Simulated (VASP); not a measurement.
**SeH2: relaxation of the atoms with PBE**

The system is SeH2, in a box.

```xyz
3
Lattice="14.0000 0.0000 0.0000 0.0000 14.5000 0.0000 0.0000 0.0000 15.0000" Properties=species:S:1:pos:R:3 pbc="T T T"
Se    6.9801    7.7993    7.5046
H     5.8943    6.7007    7.4869
H     8.1057    6.7507    7.5131
```

```
Program                : VASP 6.6.1
Task                   : relaxation of the atoms
Functional             : PBE
Potentials or basis    : VASP PAW PBE potentials, release 64 (Se, H)
Cutoff                 : 520 eV
k mesh                 : 1 × 1 × 1
Occupations            : gaussian, width 0.005 eV
Spin                   : no spin polarisation
Dipole correction      : no
Further INCAR settings : ALGO = Normal; EDIFF = 1e-06; ISYM = 0; IBRION = 2; EDIFFG = -0.01; NSW = 100
```

The energy gained by relaxing is 23.7 meV/atom and the ionic steps are 7. The gap between the frontier levels is 4.80 eV.

Forces on the atoms (eV/Å):
```
Se   0.000  0.000  0.000
H    0.002  0.000  0.000
H   -0.002  0.000  0.000
```

The path:
| step | energy change (eV) | largest force (eV/Å) | pressure (GPa) |
| --- | --- | --- | --- |
| 1 | 0.0000 | 1.3687 | -0.06 |
| 2 | -0.0298 | 1.3868 | 0.04 |
| 3 | -0.0632 | 0.1919 | -0.01 |
| 4 | -0.0667 | 0.1428 | 0.00 |
| 5 | -0.0711 | 0.0746 | 0.00 |
| 6 | -0.0708 | 0.1349 | 0.00 |
| 7 | -0.0712 | 0.0023 | 0.00 |

Final structure:
```yaml
crystal:
  lattice:
    - [14.00000, 0.00000, 0.00000]
    - [0.00000, 14.50000, 0.00000]
    - [0.00000, 0.00000, 15.00000]
  atoms:
    - { symbol: Se, position: [0.49845, 0.53656, 0.50030] }
    - { symbol: H, position: [0.42519, 0.46294, 0.49917] }
    - { symbol: H, position: [0.57494, 0.46607, 0.50083] }
```

Levels at points of the mesh, in eV from the valence-band top:
| k point | band 1 | band 2 | band 3 | band 4 | band 5 | band 6 | band 7 | band 8 |
| --- | --- | --- | --- | --- | --- | --- | --- | --- |
| (0.00, 0.00, 0.00) | -12.30 | -4.33 | -2.96 | 0.00 | 4.80 | 4.93 | 6.00 | 6.33 |

Wall time 12 min on 1 thread of Intel(R) Xeon(R) Platinum 8259CL CPU @ 2.50GHz (Skylake/Cascade Lake), with other jobs on the host, peak memory 1.8 GiB.
